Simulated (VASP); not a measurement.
CuO (Tenorite): relaxation of cell and atoms with LDA

CuO (Tenorite):

```
Cu O
1.0
     2.34185   -1.71130    0.00000
     2.34185    1.71130    0.00000
    -0.85003    0.00000    5.05787
Cu O
2 2
Direct
  0.50000 0.00000 0.50000
  0.00000 0.50000 0.00000
  0.41840 0.58160 0.75000
  0.58160 0.41840 0.25000
```

```
Program                : VASP 6.6.1
Task                   : relaxation of cell and atoms
Functional             : LDA
Potentials or basis    : VASP PAW LDA potentials, release 64 (Cu, O)
Cutoff                 : 600 eV
k mesh                 : 10 × 10 × 5
Occupations            : gaussian, width 0.1 eV
Spin                   : no spin polarisation
Dipole correction      : no
Further INCAR settings : ALGO = Normal; EDIFF = 1e-07; IBRION = 2; EDIFFG = -0.01; NSW = 60; ISIF = 3
```

The relaxed volume is 10.30 Å³/atom and the relaxed cell is a = 2.855 Å, b = 2.855 Å, c = 5.056 Å, α = 89.97°, β = 89.97°, γ = 88.70°. The space group after relaxing (to 0.05 Å) is Cccm (No. 66) and the energy gained by relaxing is 43.3 meV/atom. The ionic steps are 40. The pressure after relaxing is 0.0 GPa and the band gap on the k mesh is zero (band 17 reaches 6.19 eV, above the bottom of band 18 at 5.21 eV).

Stress tensor (GPa, compression positive):
```
 0.06  0.00 -0.04
 0.00 -0.15  0.00
-0.04  0.00  0.04
```

Step by step:
```
step  energy change (eV)  largest force (eV/Å)  pressure (GPa)  volume (Å³)
   1              0.0000                0.4266           -8.96        40.54
   2             -0.0251                0.0188            9.53        37.30
   3             -0.0651                0.2142            0.58        38.67
   4             -0.0651                0.2093            0.81        38.63
   5             -0.0716                0.1434            0.73        38.73
   6             -0.0788                0.0225            0.78        38.95
   7             -0.0845                0.0016            0.22        39.16
   8             -0.0980                0.0518           -1.43        39.79
   9             -0.1105                0.1249           -4.44        41.02
  10             -0.1130                0.1240           -4.35        41.05
  11             -0.1201                0.1214           -4.07        41.12
  12             -0.1326                0.1142           -3.48        41.25
  13             -0.1503                0.0953           -2.44        41.46
  14             -0.1497                0.0417           -1.09        41.65
  15             -0.1563                0.0637           -1.81        41.56
  16             -0.1592                0.0551           -0.92        41.32
  17             -0.1608                0.0409            0.53        40.95
  18             -0.1620                0.0444            0.30        40.96
  19             -0.1633                0.0543           -0.41        41.01
  20             -0.1634                0.0530           -0.36        41.00
  21             -0.1638                0.0520            0.01        40.92
  22             -0.1641                0.0497            0.57        40.80
  23             -0.1644                0.0509            0.54        40.82
  24             -0.1654                0.0547            0.30        40.86
  25             -0.1665                0.0618           -0.13        40.96
  26             -0.1659                0.0715           -1.01        41.13
  27             -0.1668                0.0654           -0.42        41.01
  28             -0.1673                0.0630           -0.32        41.01
  29             -0.1685                0.0541           -0.05        40.98
  30             -0.1702                0.0384            0.48        40.93
  31             -0.1709                0.0127            1.33        40.81
  32             -0.1717                0.0050            0.85        40.91
  33             -0.1721                0.0056            0.26        41.04
  34             -0.1721                0.0071            0.15        41.06
  35             -0.1724                0.0059            0.16        41.07
  36             -0.1729                0.0031            0.23        41.10
  37             -0.1731                0.0026            0.24        41.17
  38             -0.1732                0.0008            0.27        41.15
  39             -0.1732                0.0008           -0.16        41.24
  40             -0.1732                0.0001           -0.02        41.21
```

Final structure:
```
Cu O
1.0
     2.03589   -1.99598    0.15516
     2.03589    1.99598    0.15516
    -0.38089    0.00000    5.04139
Cu O
2 2
Direct
  0.50000 0.00000 0.50000
  0.00000 0.50000 0.00000
  0.50022 0.49978 0.75000
  0.49978 0.50022 0.25000
```

Levels at points of the mesh, in eV from the Fermi level:
```tsv
k point	band 15	band 16	band 17	band 18	band 19	band 20
(0.00, 0.00, 0.00)	-2.49	-2.08	0.71	0.77	1.66	6.17
(0.50, 0.00, 0.00)	-1.70	-1.61	0.26	0.50	3.43	6.11
(0.50, 0.50, 0.00)	-1.66	-1.27	-1.25	1.24	1.81	7.14
```

Run time: 19 min on 1 thread of Intel(R) Xeon(R) 6975P-C (Granite Rapids), on a shared host, peak memory 0.26 GiB.

Caveat: semilocal functionals often make such compounds metallic where correlation or magnetic order opens a gap, which also shifts bond lengths. With open d or f shells a metallic result of LDA can be an artefact of self-interaction; +U or a hybrid may open a gap.
